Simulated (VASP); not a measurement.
# Be16C (a cell with a defect) in VASP: notebook

The runs below take Be16C (a cell with a defect) through single point, with PBE+D3(BJ).

Everything below comes from runs of VASP 6.6.1. Logs are shortened: lines on timing, memory, paths and dates and some standing lists are left out, and cuts for length are marked.

### 1 The cell of the first run

The cell holds a defect, 17 atoms: a = 4.580 Å, b = 3.966 Å, c = 7.177 Å, α = 90.00°, β = 90.00°, γ = 90.00°.

### 2 Single point, PBE+D3(BJ)

Contents of INCAR:

```
  PREC = Accurate
  ENCUT = 520
  EDIFF = 1E-6
  ISMEAR = 0
  SIGMA = 0.15
  LREAL = Auto
  LASPH = T
  NELM = 100
  ALGO = Normal
  ISIF = 2
  LWAVE = F
  LCHARG = F
  GGA = PE
  IVDW = 12
  NBANDS = 32
```

Contents of KPOINTS:

```
regular mesh
0
Gamma
  5 5 3
```

Contents of POSCAR:

```
Be16C
1.0
   -2.2900000000     -3.9663960000      0.0000000000
    3.4350000000     -1.9831980000      0.0000000000
    0.0000000000      0.0000000000      7.1768600000
Be C
16 1
Direct
    0.7297713577      0.5100932059     -0.0073820200
    0.5004305261      0.3001869803      0.2581575056
    0.7451228935      0.4931464812      0.5069525776
    0.5004023897      0.3366371655      0.7441059842
    0.5004221643      0.0329575685     -0.0082920796
    0.2706778488      0.8229271840      0.2572976842
    0.5004028381     -0.0034946651      0.5058900341
    0.2556736900      0.8400617718      0.7432730397
    0.2710531360      0.5100885178     -0.0073867620
    0.0004410538      0.3361221254      0.2685626054
    0.2557002208      0.4931362930      0.5069534087
    0.0004016126      0.3330466984      0.7438979678
    0.0004201626     -0.0039964113     -0.0177845819
    0.7302017096      0.8229666595      0.2573086048
    0.0003987133     -0.0001757512      0.5064172902
    0.7451343327      0.8400633875      0.7432794203
    0.0004163505      0.6654647888      0.1250597210
```

Potentials or basis: VASP PAW PBE potentials, release 64 (Be, C).

The run is started by

```
cat potpaw_PBE.64/Be/POTCAR potpaw_PBE.64/C/POTCAR > POTCAR
mpirun -np 1 vasp_std > vasp.out
```

OUTCAR:

```text
PREC = Accurate
   ENCUT = 520
   EDIFF = 1E-6
   ISMEAR = 0
   LREAL = Auto
   LASPH = T
   NELM = 100
   ISIF = 2
   GGA = PE
   IVDW = 12
 IVDW          = 12

 ion  position               nearest neighbor table
   1  0.730  0.510  0.993-  17 1.68   9 2.10   5 2.16   4 2.18  16 2.22  14 2.27  12 2.28  13 2.29
                             5 2.32   2 2.33  13 2.39
   2  0.500  0.300  0.258-   7 2.15  14 2.17   6 2.17   5 2.19   3 2.24  11 2.24  10 2.30  10 2.30
                             6 2.33  14 2.33   1 2.33   9 2.33
   3  0.745  0.493  0.507-   4 2.13  12 2.16  10 2.16  16 2.18  14 2.22  11 2.24   2 2.24   7 2.27
                            15 2.28   7 2.29  15 2.33  11 2.34
   4  0.500  0.337  0.744-  11 2.13   3 2.13   5 2.15   7 2.18   9 2.18   1 2.18   8 2.27  16 2.27
                             8 2.29  16 2.29  12 2.29  12 2.29
   5  0.500  0.033  0.992-   4 2.15   1 2.16   9 2.16   2 2.19  16 2.24   8 2.24  13 2.30  13 2.30
                             1 2.32   9 2.32   6 2.33  14 2.33
   6  0.271  0.823  0.257-  17 1.68  14 2.10   2 2.17   7 2.18  11 2.22   9 2.27  15 2.28  10 2.29
                             2 2.33   5 2.33  10 2.38
   7  0.500  0.997  0.506-   8 2.13  16 2.13   2 2.15   4 2.18   6 2.18  14 2.18  11 2.27   3 2.27
                            11 2.29   3 2.29  15 2.29  15 2.29
   8  0.256  0.840  0.743-   7 2.13  15 2.16  13 2.17  11 2.18   9 2.22   5 2.24  16 2.24   4 2.27
                            12 2.28   4 2.29  12 2.33  16 2.34
   9  0.271  0.510  0.993-  17 1.68   1 2.10   5 2.16   4 2.18   8 2.22   6 2.27  12 2.28  13 2.29
                             5 2.32   2 2.33  13 2.39
  10  0.000  0.336  0.269-  17 1.66  11 2.16   3 2.16  15 2.17   6 2.29  14 2.30   2 2.30   2 2.30
                            14 2.38   6 2.38
  11  0.256  0.493  0.507-   4 2.13  12 2.16  10 2.16   8 2.18   6 2.22   3 2.24   2 2.24   7 2.27
                            15 2.28   7 2.29  15 2.33   3 2.34
  12  0.000  0.333  0.744-  15 2.16   3 2.16  11 2.16  13 2.17  16 2.28   8 2.28   1 2.28   9 2.28
                             4 2.29   4 2.29  16 2.33   8 2.33
  13  0.000  0.996  0.982-  17 1.66   8 2.17  16 2.17  12 2.17   9 2.29   1 2.29   5 2.30   5 2.30
                             9 2.39   1 2.39
  14  0.730  0.823  0.257-  17 1.68   6 2.10   2 2.17   7 2.18   3 2.22   1 2.27  15 2.28  10 2.30
                             2 2.33   5 2.33  10 2.38
  15  0.000  1.000  0.506-  12 2.16   8 2.16  16 2.16  10 2.17   3 2.28  11 2.28  14 2.28   6 2.28
                             7 2.29   7 2.29   3 2.33  11 2.33
  16  0.745  0.840  0.743-   7 2.13  15 2.16  13 2.17   3 2.18   1 2.22   5 2.24   8 2.24   4 2.27
                            12 2.28   4 2.29  12 2.33   8 2.34
  17  0.000  0.665  0.125-  10 1.66  13 1.66   9 1.68   1 1.68  14 1.68   6 1.68

  LATTYP: Found a simple orthorhombic cell.
 ALAT       =     3.9663962620
 B/A-ratio  =     1.1547004875
 C/A-ratio  =     1.8094157835

  Lattice vectors:

 A1 = (  -3.4350000000,   1.9831980000,   0.0000000000)
 A2 = (  -2.2900000000,  -3.9663960000,   0.0000000000)
 A3 = (   0.0000000000,   0.0000000000,   7.1768600000)

Analysis of symmetry for initial positions (statically):
=====================================================================
 Subroutine PRICEL returns:
 Original cell was already a primitive cell.

 Routine SETGRP: Setting up the symmetry group for a
 simple orthorhombic supercell.

 Subroutine GETGRP returns: Found  1 space group operations
 (whereof  1 operations were pure point group operations)
 out of a pool of  8 trial point group operations.

The static configuration has the point symmetry C_1 .

Analysis of symmetry for dynamics (positions and initial velocities):
=====================================================================
 Subroutine PRICEL returns:
 Original cell was already a primitive cell.

 Routine SETGRP: Setting up the symmetry group for a
 simple orthorhombic supercell.

 Subroutine GETGRP returns: Found  1 space group operations
 (whereof  1 operations were pure point group operations)
 out of a pool of  8 trial point group operations.

The dynamic configuration has the point symmetry C_1 .

 Subroutine INISYM returns: Found  1 space group operations
 (whereof  1 operations are pure point group operations),
 and found     1 'primitive' translations

----------------------------------------------------------------------------------------

                                     Primitive cell

  volume of cell :     130.3755

  direct lattice vectors                    reciprocal lattice vectors
    -2.290000000 -3.966396000  0.000000000    -0.109170306 -0.189088533  0.000000000
     3.435000000 -1.983198000  0.000000000     0.218340611 -0.126059022  0.000000000
     0.000000000  0.000000000  7.176860000     0.000000000  0.000000000  0.139336702

  length of vectors
     4.579999697  3.966396262  7.176860000     0.218340626  0.252118027  0.139336702

  position of ions in fractional coordinates (direct lattice)
     0.729771358  0.510093206  0.992617980
     0.500430526  0.300186980  0.258157506
     0.745122894  0.493146481  0.506952578
     0.500402390  0.336637166  0.744105984
     0.500422164  0.032957569  0.991707920
     0.270677849  0.822927184  0.257297684
[... 9 lines left out ...]
     0.745134333  0.840063388  0.743279420
     0.000416350  0.665464789  0.125059721

  ion indices of the primitive-cell ions
   primitive index   ion index
                 1           1
                 2           2
                 3           3
                 4           4
                 5           5
                 6           6
[... 9 lines left out ...]
                16          16
                17          17

----------------------------------------------------------------------------------------

 KPOINTS: regular mesh

Automatic generation of k-mesh.
 Grid dimensions read from file:
 generate k-points for:    5    5    3

 Generating k-lattice:

  Cartesian coordinates                     Fractional coordinates (reciprocal lattice)
    -0.021834061 -0.037817707  0.000000000     0.200000000  0.000000000  0.000000000
     0.043668122 -0.025211804  0.000000000     0.000000000  0.200000000  0.000000000
     0.000000000  0.000000000  0.046445567     0.000000000  0.000000000  0.333333333

  Length of vectors
     0.043668125  0.050423605  0.046445567

  Shift w.r.t. Gamma in fractional coordinates (k-lattice)
     0.000000000  0.000000000  0.000000000

 Subroutine IBZKPT returns following result:
 ===========================================

 Found     38 irreducible k-points:

 Following reciprocal coordinates:
            Coordinates               Weight
  0.000000  0.000000  0.000000      1.000000
  0.200000  0.000000  0.000000      2.000000
  0.400000  0.000000  0.000000      2.000000
  0.000000  0.200000  0.000000      2.000000
  0.200000  0.200000  0.000000      2.000000
 -0.200000  0.200000  0.000000      2.000000
[... 16 lines left out ...]
  0.200000 -0.200000 -0.333333      2.000000
 -0.200000 -0.200000  0.333333      2.000000
 [... further k-points ...]
   k-points           NKPTS =     38   k-points in BZ     NKDIM =     38   number of bands    NBANDS=     32
   number of dos      NEDOS =    301   number of ions     NIONS =     17
   total plane-waves  NPLWV =  58320
   dimension x,y,z NGX =    36 NGY =   30 NGZ =   54
   dimension x,y,z NGXF=    72 NGYF=   60 NGZF=  108
   ions per type =              16   1
   NGX,Y,Z   is equivalent  to a cutoff of  13.07, 12.57, 12.51 a.u.
   NGXF,Y,Z  is equivalent  to a cutoff of  26.13, 25.15, 25.02 a.u.
 SYSTEM =  unknown system
   PREC   = accura    normal or accurate (medium, high low for compatibility)
   ISTART =      0    job   : 0-new  1-cont  2-samecut
   ICHARG =      2    charge: 1-file 2-atom 10-const
   ISPIN  =      1    spin polarized calculation?
   LNONCOLLINEAR =      F non collinear calculations
   LSORBIT =      F    spin-orbit coupling
   LASPH  =      T    aspherical Exc in radial PAW
   ENCUT  =  520.0 eV  38.22 Ry    6.18 a.u.   8.52  7.37 13.34*2*pi/ulx,y,z
   NELM   =    100;   NELMIN=  2; NELMDL= -5     # of ELM steps
   EDIFF  = 0.1E-05   stopping-criterion for ELM
   LREAL  =      T    real-space projection
   EDIFFG = 0.1E-04   stopping-criterion for IOM
   NSW    =      0    number of steps for IOM
   IBRION =     -1    ionic relax: 0-MD 1-quasi-New 2-CG
   NFREE  =      0    steps in history (QN), initial steepest desc. (CG)
   ISIF   =      2    stress and relaxation
   ISYM   =      2    0-nonsym 1-usesym 2-fastsym
   POTIM  = 0.5000    time-step for ionic-motion
   TEBEG  =    0.0;   TEEND  =   0.0 temperature during run
   PSTRESS=    0.0 pullay stress
   NELECT =      36.0000    total number of electrons
   NUPDOWN=      -1.0000    fix difference up-down
   EMIN   =  10.00;   EMAX   =-10.00  energy-range for DOS
   EFERMI =   0.00;   METHOD = LEGACY
   ISMEAR =     0;   SIGMA  =   0.15  broadening in eV -4-tet -1-fermi 0-gaus
   EFERMI_NEDOS =   21; number of points for ismear=-14 and -15
   IALGO  =     38    algorithm
   IMIX   =      4    mixing-type and parameters
     AMIX     =   0.40;   BMIX     =  1.00
     AMIX_MAG =   1.60;   BMIX_MAG =  1.00
  volume/ion in A,a.u.               =       7.67        51.75
  Fermi-wavevector in a.u.,A,eV,Ry     =   1.066049  2.014540 15.462471  1.136460
  Thomas-Fermi vector in A             =   2.201620
   LORBIT       =      0    0 simple, 1 ext, 2 COOP (PROOUT), +10 PAW based schemes
   GGA     = PE    functional components
   LHFCALC =     F    Hartree Fock is set to
   AEXX    =    0.0000 exact exchange contribution
   IVDW    =    12    specifies the selected vdW correction
   LEPSILON=     F    determine dielectric tensor
   LRPA    =     F    only Hartree local field effects (RPA)
 non-spin polarized calculation
 Gauss-broadening in eV      SIGMA  =   0.15
  energy-cutoff  :      520.00
  volume of cell :      130.38
 maximum number of plane-waves:      3529
 NGX is ok and might be reduce to    36
   NGX = 17   NGY = 15   NGZ = 27

 number of electron      36.0000000 magnetization

 Free energy of the ion-electron system (eV)
  ---------------------------------------------------
  ext. energy  EPLUGINS =         0.00000000
  ---------------------------------------------------
  free energy    TOTEN  =       -65.96333588 eV

  energy without entropy =      -65.93137353  energy(sigma->0) =      -65.94735471

 E-fermi :   7.3353     XC(G=0): -10.7410

 val. band max:        7.3189874141   @ k =   0.0000   0.0000   0.0000
 cond. band min:       7.3464075238   @ k =  -0.2000   0.2000   0.0000
 fundamental gap:      0.0274201097
 Fermi energy:         7.3353047623

 k-point     1 :       0.0000    0.0000    0.0000
  band No.  band energies     occupation
      1      -6.6674      2.00000
      2      -3.2960      2.00000
      3      -2.2399      2.00000
      4      -0.3049      2.00000
      5       0.1685      2.00000
      6       1.3316      2.00000
[... 22 lines left out ...]
     29      11.8678      0.00000
     30      12.7884      0.00000

 k-point     2 :       0.2000    0.0000    0.0000
  band No.  band energies     occupation
      1      -6.5892      2.00000
      2      -3.1642      2.00000
      3      -2.0376      2.00000
      4      -1.3440      2.00000
      5       0.3704      2.00000
      6       0.8609      2.00000
[... 22 lines left out ...]
     29      12.6828      0.00000
     30      12.8814      0.00000

 k-point     3 :       0.4000    0.0000    0.0000
  band No.  band energies     occupation
      1      -6.4465      2.00000
      2      -2.9918      2.00000
      3      -1.8853      2.00000
      4      -1.4576      2.00000
      5      -0.8238      2.00000
      6      -0.3635      2.00000
[... 682 lines left out ...]
     29      12.6271      0.00000
     30      13.1730      0.00000

 k-point    24 :      -0.2000   -0.2000    0.3333
  band No.  band energies     occupation
      1      -6.4505      2.00000
      2      -3.1208      2.00000
      3      -1.8032      2.00000
      4      -0.4104      2.00000
      5      -0.1594      2.00000
      6       0.1314      2.00000
[... 22 lines left out ...]
     29      12.6855      0.00000
     30      13.0891      0.00000

 [... further k-points ...]

 [bands above 30 left out]

------------------------ aborting loop because EDIFF is reached ----------------------------------------

 Edisp (eV)   -5.92631

 E8    (eV) :    -2.0399

  FORCE on cell =-STRESS in cart. coord.  units (eV):
  Direction    XX          YY          ZZ          XY          YZ          ZX
  --------------------------------------------------------------------------------------
  -------------------------------------------------------------------------------------
  Total      -1.67903    -0.00428     5.96701     1.45241     1.42023    -2.46291
  in kB     -20.63353    -0.05258    73.32826    17.84865    17.45312   -30.26661
  external pressure =       17.55 kB  Pullay stress =        0.00 kB

 VOLUME and BASIS-vectors are now :
 -----------------------------------------------------------------------------
  energy-cutoff  :      520.00
  volume of cell :      130.38
      direct lattice vectors                 reciprocal lattice vectors
    -2.290000000 -3.966396000  0.000000000    -0.109170306 -0.189088533  0.000000000
     3.435000000 -1.983198000  0.000000000     0.218340611 -0.126059022  0.000000000
     0.000000000  0.000000000  7.176860000     0.000000000  0.000000000  0.139336702

 POSITION                                       TOTAL-FORCE (eV/Angst)
 -----------------------------------------------------------------------------------
      0.08099     -3.90618      7.12388        -0.003282      0.013376     -0.016630
     -0.11484     -2.58024      1.85276         0.019052     -0.010464      0.006717
     -0.01237     -3.93346      3.63833         0.002827     -0.000424     -0.001883
      0.01043     -2.65241      5.34034         0.002047     -0.001158     -0.003134
     -1.03276     -2.05023      7.11735        -0.018082      0.010767     -0.004558
      2.20690     -2.70564      1.84659         0.002569     -0.012464      0.017419
[... 9 lines left out ...]
      1.17926     -4.62151      5.33441        -0.001715      0.002302      0.001611
      2.28492     -1.32140      0.89754        -0.002291     -0.000543     -0.003119
 -----------------------------------------------------------------------------------
    total drift:                               -0.005513      0.001404     -0.004601

  FREE ENERGIE OF THE ION-ELECTRON SYSTEM (eV)
  ---------------------------------------------------
  free  energy   TOTEN  =       -71.8896457533 eV

  energy  without entropy=      -71.8576834008  energy(sigma->0) =      -71.87366458
```

Wall time 6.9 min (1 thread of Intel Xeon 8259CL, shared host); peak memory 0.29 GiB.

Results:

```yaml
Free_energy: -71.8896 eV
Pressure: 1.8 GPa
Largest_force: 0.023 eV/Å
Band_gap_on_the_k_mesh: zero (bands 18 and 19 overlap by 1.03 eV)
Dispersion_energy_per_atom: -0.349 eV
```

Forces on the atoms (eV/Å):
```
Be  -0.003  0.013 -0.017
Be   0.019 -0.010  0.007
Be   0.003  0.000 -0.002
Be   0.002 -0.001 -0.003
Be  -0.018  0.011 -0.005
Be   0.003 -0.012  0.017
Be  -0.001  0.001  0.004
Be  -0.003  0.000  0.002
Be  -0.013 -0.004 -0.017
Be  -0.016  0.010  0.004
Be   0.002 -0.002 -0.002
Be  -0.002  0.001  0.003
Be   0.018 -0.010 -0.004
Be   0.012  0.005  0.017
Be   0.003 -0.002 -0.004
Be  -0.002  0.002  0.002
C   -0.002 -0.001 -0.003
```

[end of part 1 of 2]

The gap in the log of VASP goes by the Fermi energy; the results here count the filled bands.